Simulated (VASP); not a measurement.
The system is Ta.

```
Ta
1.0
    -1.65128    1.65128    1.65128
     1.65128   -1.65128    1.65128
     1.65128    1.65128   -1.65128
Ta
1
Cartesian
  0.0000 0.0000 0.0000
```

| Property | Result |
| --- | --- |
| Program | VASP 6.6.1 |
| Task | relaxation of cell and atoms |
| Functional | PBE-based screened hybrid with 25 % exact exchange |
| Potentials or basis | VASP PAW PBE potentials, release 64 (Ta_pv) |
| Cutoff | 600 eV |
| k mesh | 7 × 7 × 7 |
| Occupations | gaussian, width 0.05 eV |
| Spin | no spin polarisation |
| Hubbard terms | Ta d U = 4.0 eV |

At the start: pressure 12.7 GPa; volume 18.01 Å³/atom.

Task: Where does the relaxation end?

Result: Over 5 steps the energy falls by 41.7 meV/atom and the volume is 19.40 Å³/atom (+7.7 %); space group Im-3m (No. 229, to 0.1 Å) before and after.

The path:
```csv
step,energy change (eV),largest force (eV/Å),pressure (GPa),volume (Å³)
1,0.0000,0.0000,12.67,18.01
2,0.1291,0.0000,-18.92,21.98
3,-0.0416,0.0000,0.59,19.31
4,-0.0417,0.0000,0.14,19.37
5,-0.0417,0.0000,-0.06,19.40
```

Final structure:
```cif
data_structure
_symmetry_space_group_name_H-M 'P 1'
_symmetry_Int_Tables_number 1
_cell_length_a 2.9319
_cell_length_b 2.9319
_cell_length_c 2.9319
_cell_angle_alpha 109.471
_cell_angle_beta 109.471
_cell_angle_gamma 109.471
_cell_volume 19.40
loop_
_atom_site_label
_atom_site_type_symbol
_atom_site_fract_x
_atom_site_fract_y
_atom_site_fract_z
_atom_site_occupancy
Ta1 Ta 0.00000 0.00000 0.00000 1
```

Caveat: the k points lie up to 0.37 Å⁻¹ apart in the final cell, too coarse for converged energies and pressures of a metal; the PAW data sets were made with another functional, which shifts forces and pressure a little; U without spin polarisation on a metal has little footing; the U is typed as a test and isn't derived for this compound.
